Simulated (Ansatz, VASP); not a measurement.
## GaP in VASP and in Ansatz

```
Ga P
1.0
     0.00000    2.71691    2.71691
     2.71691    0.00000    2.71691
     2.71691    2.71691    0.00000
Ga P
1 1
Direct
  0.00000 0.00000 0.00000
  0.75000 0.75000 0.75000
```

Alike in both runs: functional PBE; dispersion D4; k mesh 6 × 6 × 6; no spin polarisation.

Ansatz relaxed the structure, and its values are those at the end. VASP's run is a single point on that final structure, the one shown.

```csv
,VASP,Ansatz
version,VASP 6.6.1,Ansatz 0.2.0
potentials or method,"VASP PAW PBE potentials, release 64 (Ga_d, P)","plane waves, PAW"
plane-wave cutoff (eV),500,420
occupations,"gaussian, width 0.01 eV",fixed
valence electrons in the cell,18,18
```

Ansatz gave:

* pressure (GPa): 0.0

Q: Estimate VASP's values.

A: Pressure (GPa): -0.1.
